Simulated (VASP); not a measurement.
The system is Mg4C3.

```
Mg C
1.0
     5.04323    0.00000    0.00000
    -2.52162    4.36757    0.00000
     0.00000    0.00000    5.11765
Mg C
4 3
Direct
  0.00000 0.00000 0.25968
  0.00000 0.00000 0.74032
  0.33333 0.66667 0.50000
  0.66667 0.33333 0.50000
  0.50000 0.00000 0.00000
  0.00000 0.50000 0.00000
  0.50000 0.50000 0.00000
```

The cell was built from a structure type or drawn by symmetry, and may not be a known phase.

- Program: VASP 6.6.1
- Task: relaxation of cell and atoms
- Functional: PBE
- Potentials or basis: VASP PAW PBE potentials, release 64 (Mg, C)
- Cutoff: 600 eV
- k mesh: 6 × 6 × 4
- Occupations: gaussian, width 0.1 eV
- Spin: no spin polarisation

At the start: pressure -10.3 GPa; volume 16.10 Å³/atom.

How do energy, volume and symmetry change on relaxing?

Over 10 steps the energy falls by 188.3 meV/atom and the volume is 12.94 Å³/atom (-19.6 %); space group P6/mmm (No. 191, to 0.1 Å) before and after.

The path:
```
step  energy change (eV)  largest force (eV/Å)  pressure (GPa)  volume (Å³)
   1              0.0000                1.9325          -10.25       112.72
   2             -1.1021                0.3466           -5.25        96.71
   3             -1.2569                0.5428           -0.93        90.12
   4             -1.2575                0.6086           -0.59        89.70
   5             -1.2908                0.1897            1.02        88.19
   6             -1.2910                0.1322            0.88        88.31
   7             -1.3011                0.0580            0.34        89.06
   8             -1.3127                0.0883           -0.86        90.88
   9             -1.3180                0.0130           -0.49        90.65
  10             -1.3182                0.0096           -0.38        90.59
```

Final structure:
```cif
data_structure
_symmetry_space_group_name_H-M 'P 1'
_symmetry_Int_Tables_number 1
_cell_length_a 4.5101
_cell_length_b 4.5101
_cell_length_c 5.1424
_cell_angle_alpha 90.000
_cell_angle_beta 90.000
_cell_angle_gamma 120.000
_cell_volume 90.59
loop_
_atom_site_label
_atom_site_type_symbol
_atom_site_fract_x
_atom_site_fract_y
_atom_site_fract_z
_atom_site_occupancy
Mg1 Mg 0.00000 0.00000 0.23559 1
Mg2 Mg 0.00000 0.00000 0.76441 1
Mg3 Mg 0.33333 0.66667 0.50000 1
Mg4 Mg 0.66667 0.33333 0.50000 1
C1 C 0.50000 0.00000 0.00000 1
C2 C 0.00000 0.50000 0.00000 1
C3 C 0.50000 0.50000 0.00000 1
```

Caveat: the volume moved by over 15 % at a fixed basis, so the end points are rough.
